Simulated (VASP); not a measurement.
# NaLa (P-6m2) in VASP: further runs

Aim: see how the results for NaLa move with the level of theory and the settings. Levels: b88 exchange, pbe correlation. Tasks: single point.

All numbers are computed with VASP 6.6.1; they aren't measurements. Logs are shortened: lines on timing, memory, paths and dates and some standing lists are left out, and cuts for length are marked.

### Step 1. The cell of the first run

The structure is hexagonal, space group P-6m2 (No. 187). The conventional cell has a = 3.426 Å, b = 3.426 Å, c = 7.184 Å, α = 90.00°, β = 90.00°, γ = 120.00°. Na (site symmetry -6m2) has 6 Na at 3.43 Å and 6 La at 4.10 Å within 4.5 Å. Within 4.5 Å of La (site symmetry -6m2) lie 6 La at 3.43 Å and 6 Na at 4.10 Å.

### Step 2. Single point, b88 exchange, pbe correlation

Input file INCAR:

```
ALGO = Normal
EDIFF = 1E-6
ENCUT = 500
GGA = LIBXC
GGA_COMPAT = F
ISIF = 2
ISMEAR = 0
LASPH = T
LCHARG = F
LIBXC1 = GGA_X_B88
LIBXC2 = GGA_C_PBE
LMAXMIX = 6
LREAL = F
LWAVE = F
NBANDS = 16
NELM = 200
PREC = Accurate
SIGMA = 0.1
```

Input file KPOINTS:

```
k-points
0
Gamma
  7 7 4
```

Input file POSCAR:

```
NaLa
1.0
    3.4259375000      0.0000000000      0.0000000000
   -1.7129735000      2.9669450000      0.0000000000
    0.0000000000      0.0000000000      7.1842437673
Na La
1 1
Direct
    0.0000000000      0.0000000000      0.0000000000
    0.3333333333      0.6666666667      0.5000000000
```

Potentials or basis: VASP PAW PBE potentials, release 64 (Na_pv, La).

On the command line:

```bash
> cat potpaw_PBE.64/Na_pv/POTCAR potpaw_PBE.64/La/POTCAR > POTCAR
> mpirun -np 1 vasp_std > vasp.out
```

OUTCAR:

```text
EDIFF = 1E-6
   ENCUT = 500
   GGA = LIBXC
   ISIF = 2
   ISMEAR = 0
   LASPH = T
   LREAL = F
   NELM = 200
   PREC = Accurate

 ion  position               nearest neighbor table
   1  0.000  0.000  0.000-
   2  0.333  0.667  0.500-

  LATTYP: Found a hexagonal cell.
 ALAT       =     3.4259375000
 C/A-ratio  =     2.0970154205

  Lattice vectors:

 A1 = (   3.4259375000,   0.0000000000,   0.0000000000)
 A2 = (  -1.7129735000,   2.9669450000,   0.0000000000)
 A3 = (   0.0000000000,   0.0000000000,   7.1842437673)

Analysis of symmetry for initial positions (statically):
=====================================================================
 Subroutine PRICEL returns:
 Original cell was already a primitive cell.

 Routine SETGRP: Setting up the symmetry group for a
 hexagonal supercell.

 Subroutine GETGRP returns: Found 12 space group operations
 (whereof 12 operations were pure point group operations)
 out of a pool of 24 trial point group operations.

The static configuration has the point symmetry D_3h.

Analysis of symmetry for dynamics (positions and initial velocities):
=====================================================================
 Subroutine PRICEL returns:
 Original cell was already a primitive cell.

 Routine SETGRP: Setting up the symmetry group for a
 hexagonal supercell.

 Subroutine GETGRP returns: Found 12 space group operations
 (whereof 12 operations were pure point group operations)
 out of a pool of 24 trial point group operations.

The dynamic configuration has the point symmetry D_3h.

 Subroutine INISYM returns: Found 12 space group operations
 (whereof 12 operations are pure point group operations),
 and found     1 'primitive' translations

----------------------------------------------------------------------------------------

                                     Primitive cell

  volume of cell :      73.0247

  direct lattice vectors                    reciprocal lattice vectors
     3.425937500  0.000000000  0.000000000     0.291890906  0.168523982  0.000000000
    -1.712973500  2.966945000  0.000000000     0.000000000  0.337047030  0.000000000
     0.000000000  0.000000000  7.184243767     0.000000000  0.000000000  0.139193495

  length of vectors
     3.425937500  3.425936492  7.184243767     0.337046931  0.337047030  0.139193495

  position of ions in fractional coordinates (direct lattice)
     0.000000000  0.000000000  0.000000000
     0.333333333  0.666666667  0.500000000

  ion indices of the primitive-cell ions
   primitive index   ion index
                 1           1
                 2           2

----------------------------------------------------------------------------------------

 KPOINTS: k-points

Automatic generation of k-mesh.
 Grid dimensions read from file:
 generate k-points for:    7    7    4

 Generating k-lattice:

  Cartesian coordinates                     Fractional coordinates (reciprocal lattice)
     0.041698701  0.024074855  0.000000000     0.142857143  0.000000000  0.000000000
     0.000000000  0.048149576  0.000000000     0.000000000  0.142857143  0.000000000
     0.000000000  0.000000000  0.034798374     0.000000000  0.000000000  0.250000000

  Length of vectors
     0.048149562  0.048149576  0.034798374

  Shift w.r.t. Gamma in fractional coordinates (k-lattice)
     0.000000000  0.000000000  0.000000000

 Subroutine IBZKPT returns following result:
 ===========================================

 Found     24 irreducible k-points:

 Following reciprocal coordinates:
            Coordinates               Weight
  0.000000  0.000000  0.000000      1.000000
  0.142857 -0.000000  0.000000      6.000000
  0.285714  0.000000  0.000000      6.000000
  0.428571  0.000000  0.000000      6.000000
  0.142857  0.142857  0.000000      6.000000
  0.285714  0.142857  0.000000     12.000000
[... 16 lines left out ...]
  0.428571  0.142857  0.500000      6.000000
  0.285714  0.285714  0.500000      6.000000
   k-points           NKPTS =     24   k-points in BZ     NKDIM =     24   number of bands    NBANDS=     16
   number of dos      NEDOS =    301   number of ions     NIONS =      2
   total plane-waves  NPLWV =  42336
   dimension x,y,z NGX =    28 NGY =   28 NGZ =   54
   dimension x,y,z NGXF=    56 NGYF=   56 NGZF=  108
   ions per type =               1   1
   NGX,Y,Z   is equivalent  to a cutoff of  13.59, 13.59, 12.50 a.u.
   NGXF,Y,Z  is equivalent  to a cutoff of  27.17, 27.17, 24.99 a.u.
 SYSTEM =  unknown system
   PREC   = accura    normal or accurate (medium, high low for compatibility)
   ISTART =      0    job   : 0-new  1-cont  2-samecut
   ICHARG =      2    charge: 1-file 2-atom 10-const
   ISPIN  =      1    spin polarized calculation?
   LNONCOLLINEAR =      F non collinear calculations
   LSORBIT =      F    spin-orbit coupling
   LASPH  =      T    aspherical Exc in radial PAW
   ENCUT  =  500.0 eV  36.75 Ry    6.06 a.u.   6.25  6.25 13.10*2*pi/ulx,y,z
   NELM   =    200;   NELMIN=  2; NELMDL= -5     # of ELM steps
   EDIFF  = 0.1E-05   stopping-criterion for ELM
   LREAL  =      F    real-space projection
   EDIFFG = 0.1E-04   stopping-criterion for IOM
   NSW    =      0    number of steps for IOM
   IBRION =     -1    ionic relax: 0-MD 1-quasi-New 2-CG
   NFREE  =      0    steps in history (QN), initial steepest desc. (CG)
   ISIF   =      2    stress and relaxation
   ISYM   =      2    0-nonsym 1-usesym 2-fastsym
   POTIM  = 0.5000    time-step for ionic-motion
   TEBEG  =    0.0;   TEEND  =   0.0 temperature during run
   PSTRESS=    0.0 pullay stress
   NELECT =      18.0000    total number of electrons
   NUPDOWN=      -1.0000    fix difference up-down
   EMIN   =  10.00;   EMAX   =-10.00  energy-range for DOS
   EFERMI =   0.00;   METHOD = LEGACY
   ISMEAR =     0;   SIGMA  =   0.10  broadening in eV -4-tet -1-fermi 0-gaus
   EFERMI_NEDOS =   21; number of points for ismear=-14 and -15
   IALGO  =     38    algorithm
   IMIX   =      4    mixing-type and parameters
     AMIX     =   0.40;   BMIX     =  1.00
     AMIX_MAG =   1.60;   BMIX_MAG =  1.00
  volume/ion in A,a.u.               =      36.51       246.40
  Fermi-wavevector in a.u.,A,eV,Ry     =   1.026461  1.939730 14.335392  1.053622
  Thomas-Fermi vector in A             =   2.160355
   LORBIT       =      0    0 simple, 1 ext, 2 COOP (PROOUT), +10 PAW based schemes
   GGA     = LIBXC    functional components
   LHFCALC =     F    Hartree Fock is set to
   AEXX    =    0.0000 exact exchange contribution
   IVDW    =     0    specifies the selected vdW correction
   LEPSILON=     F    determine dielectric tensor
   LRPA    =     F    only Hartree local field effects (RPA)
 non-spin polarized calculation
 Gauss-broadening in eV      SIGMA  =   0.10
  energy-cutoff  :      500.00
  volume of cell :       73.02
 maximum number of plane-waves:      1874
 NGX is ok and might be reduce to    28

 number of electron      18.0000000 magnetization

 Free energy of the ion-electron system (eV)
  ---------------------------------------------------
  ext. energy  EPLUGINS =         0.00000000
  ---------------------------------------------------
  free energy    TOTEN  =        -5.65871352 eV

  energy without entropy =       -5.65011138  energy(sigma->0) =       -5.65441245

 E-fermi :   4.0378     XC(G=0):  -8.0430

 val. band max:        3.9793706771   @ k =   0.0000   0.0000   0.2500
 cond. band min:       4.0411883425   @ k =   0.1429  -0.0000   0.5000
 fundamental gap:      0.0618176653
 Fermi energy:         4.0378498980

 k-point     1 :       0.0000    0.0000    0.0000
  band No.  band energies     occupation
      1     -28.8847      2.00000
      2     -20.6696      2.00000
      3     -20.6696      2.00000
      4     -20.6507      2.00000
      5     -12.6750      2.00000
      6     -11.4689      2.00000
[... 8 lines left out ...]
     15       6.0752      0.00000
     16       6.0752      0.00000

 k-point     2 :       0.1429   -0.0000    0.0000
  band No.  band energies     occupation
      1     -28.8232      2.00000
      2     -20.6817      2.00000
      3     -20.6724      2.00000
      4     -20.6489      2.00000
      5     -12.6060      2.00000
      6     -11.9175      2.00000
[... 8 lines left out ...]
     15       6.1226      0.00000
     16       6.2275      0.00000

 k-point     3 :       0.2857    0.0000    0.0000
  band No.  band energies     occupation
      1     -28.6804      2.00000
      2     -20.7086      2.00000
      3     -20.6787      2.00000
      4     -20.6449      2.00000
      5     -12.8201      2.00000
      6     -12.4458      2.00000
[... 8 lines left out ...]
     15       6.2084      0.00000
     16       6.2533      0.00000

 k-point     4 :       0.4286    0.0000    0.0000
  band No.  band energies     occupation
      1     -28.5609      2.00000
      2     -20.7300      2.00000
      3     -20.6838      2.00000
      4     -20.6416      2.00000
      5     -13.4691      2.00000
      6     -12.3116      2.00000
[... 8 lines left out ...]
     15       6.2487      0.00000
     16       6.3367      0.00000
[... 324 lines left out ...]
 k-point    22 :       0.2857    0.1429    0.5000
  band No.  band energies     occupation
      1     -28.5882      2.00000
      2     -20.7201      2.00000
      3     -20.6878      2.00000
      4     -20.6423      2.00000
      5     -13.1712      2.00000
      6     -12.3428      2.00000
[... 8 lines left out ...]
     15       6.2424      0.00000
     16       6.3603      0.00000

 k-point    23 :       0.4286    0.1429    0.5000
  band No.  band energies     occupation
      1     -28.5274      2.00000
      2     -20.7291      2.00000
      3     -20.6920      2.00000
      4     -20.6408      2.00000
      5     -13.4447      2.00000
      6     -12.2742      2.00000
[... 8 lines left out ...]
     15       6.2867      0.00000
     16       6.4320      0.00000

 k-point    24 :       0.2857    0.2857    0.5000
  band No.  band energies     occupation
      1     -28.5127      2.00000
      2     -20.7205      2.00000
      3     -20.7039      2.00000
      4     -20.6404      2.00000
      5     -13.1875      2.00000
      6     -12.6708      2.00000
[... 8 lines left out ...]
     15       6.1465      0.00000
     16       6.4492      0.00000

------------------------ aborting loop because EDIFF is reached ----------------------------------------

  FORCE on cell =-STRESS in cart. coord.  units (eV):
  Direction    XX          YY          ZZ          XY          YZ          ZX
  --------------------------------------------------------------------------------------
  -------------------------------------------------------------------------------------
  Total        0.8266075      0.8266053     -1.0824721     -0.0000013     -0.0000000      0.0000000
  in kB       18.1359338     18.1358860    -23.7496553     -0.0000290     -0.0000000      0.0000000
  external PRESSURE =       4.1740549 kB  Pullay stress =       0.0000000 kB

 VOLUME and BASIS-vectors are now :
 -----------------------------------------------------------------------------
  energy-cutoff  :      500.00
  volume of cell :       73.02
      direct lattice vectors                 reciprocal lattice vectors
     3.425937500  0.000000000  0.000000000     0.291890906  0.168523982  0.000000000
    -1.712973500  2.966945000  0.000000000     0.000000000  0.337047030  0.000000000
     0.000000000  0.000000000  7.184243767     0.000000000  0.000000000  0.139193495

 POSITION                                       TOTAL-FORCE (eV/Angst)
 -----------------------------------------------------------------------------------
      0.00000      0.00000      0.00000        -0.000000      0.000000      0.000000
     -0.00000      1.97796      3.59212         0.000000      0.000000      0.000000
 -----------------------------------------------------------------------------------
    total drift:                                0.000005     -0.000004     -0.000000

  FREE ENERGIE OF THE ION-ELECTRON SYSTEM (eV)
  ---------------------------------------------------
  free  energy   TOTEN  =        -5.6587135230 eV

  energy  without entropy=       -5.6501113827  energy(sigma->0) =       -5.65441245
```

Run time: 17 s. Hardware: 1 thread of Intel Xeon 6975P-C (Granite Rapids), shared host; peak memory 0.21 GiB.

Results:

| Property | Result |
| --- | --- |
| Free energy | -5.6587 eV |
| Pressure | 0.4 GPa |
| Band gap on the k mesh | zero (bands 9 and 10 overlap by 1.15 eV) |

Caveat: the PAW data sets were made with another functional, which shifts forces and pressure a little; spin-orbit coupling is left out, which moves the levels of the heavy elements.

### Step 3. Single point, b88 exchange, pbe correlation

This run uses another cell than the first one, of the same volume but with other edges.

Input file INCAR:

```
  PREC = Accurate
  ENCUT = 500
  EDIFF = 1E-6
  ISMEAR = 0
  SIGMA = 0.1
  LREAL = False
  LASPH = True
  NELM = 200
  ALGO = Normal
  ISIF = 2
  LWAVE = False
  LCHARG = False
  GGA = LIBXC
  LIBXC1 = GGA_X_B88
  LIBXC2 = GGA_C_PBE
  NBANDS = 16
  GGA_COMPAT = False
  LMAXMIX = 6
```

Input file KPOINTS:

```
Automatic mesh
0
Gamma
  7 7 4
```

Input file POSCAR:

```
NaLa
1.0
    3.4860416667      0.0000000000      0.0000000000
   -1.7430256667      3.0189966667      0.0000000000
    0.0000000000      0.0000000000      6.9386468490
Na La
1 1
Direct
    0.0000000000      0.0000000000      0.0000000000
    0.3333333333      0.6666666667      0.5000000000
```

Potentials or basis: VASP PAW PBE potentials, release 64 (Na_pv, La).

On the command line:

```bash
> cat potpaw_PBE.64/Na_pv/POTCAR potpaw_PBE.64/La/POTCAR > POTCAR
> mpirun -np 1 vasp_std > vasp.out
```

OUTCAR:

```text
PREC = Accurate
   ENCUT = 500
   EDIFF = 1E-6
   ISMEAR = 0
   LREAL = False
   LASPH = True
   NELM = 200
   ISIF = 2
   GGA = LIBXC

 ion  position               nearest neighbor table
   1  0.000  0.000  0.000-
   2  0.333  0.667  0.500-

  LATTYP: Found a hexagonal cell.
 ALAT       =     3.4860416667
 C/A-ratio  =     1.9904084668

  Lattice vectors:

 A1 = (   3.4860416667,   0.0000000000,   0.0000000000)
 A2 = (  -1.7430256667,   3.0189966667,   0.0000000000)
[... 637 lines left out ...]
     16       6.3521      0.00000

------------------------ aborting loop because EDIFF is reached ----------------------------------------

  FORCE on cell =-STRESS in cart. coord.  units (eV):
  Direction    XX          YY          ZZ          XY          YZ          ZX
  --------------------------------------------------------------------------------------
  -------------------------------------------------------------------------------------
  Total        0.4341153      0.4341141     -0.6537535     -0.0000007      0.0000000      0.0000000
  in kB        9.5245762      9.5245511    -14.3434819     -0.0000152      0.0000000      0.0000000
  external PRESSURE =       1.5685485 kB  Pullay stress =       0.0000000 kB

 VOLUME and BASIS-vectors are now :
 -----------------------------------------------------------------------------
  energy-cutoff  :      500.00
  volume of cell :       73.02
      direct lattice vectors                 reciprocal lattice vectors
     3.486041667  0.000000000  0.000000000     0.286858304  0.165618396  0.000000000
    -1.743025667  3.018996667  0.000000000     0.000000000  0.331235874  0.000000000
     0.000000000  0.000000000  6.938646849     0.000000000  0.000000000  0.144120319

 POSITION                                       TOTAL-FORCE (eV/Angst)
 -----------------------------------------------------------------------------------
      0.00000      0.00000      0.00000        -0.000000      0.000000      0.000000
     -0.00000      2.01266      3.46932         0.000000     -0.000000      0.000000
 -----------------------------------------------------------------------------------
    total drift:                                0.000007     -0.000006     -0.000000

  FREE ENERGIE OF THE ION-ELECTRON SYSTEM (eV)
  ---------------------------------------------------
  free  energy   TOTEN  =        -5.7106387052 eV

  energy  without entropy=       -5.7019379618  energy(sigma->0) =       -5.70628833
```

Wall time 19 s (1 thread of Intel Xeon 6975P-C (Granite Rapids), shared host); peak memory 0.21 GiB.

What came out:

- Free energy: -5.7106 eV
- Pressure: 0.2 GPa
- Band gap on the k mesh: zero (bands 9 and 10 overlap by 0.91 eV)

Caveat: the PAW data sets were made with another functional, which shifts forces and pressure a little; spin-orbit coupling is left out, which moves the levels of the heavy elements.

The gap in the log of VASP goes by the Fermi energy; the results here count the filled bands.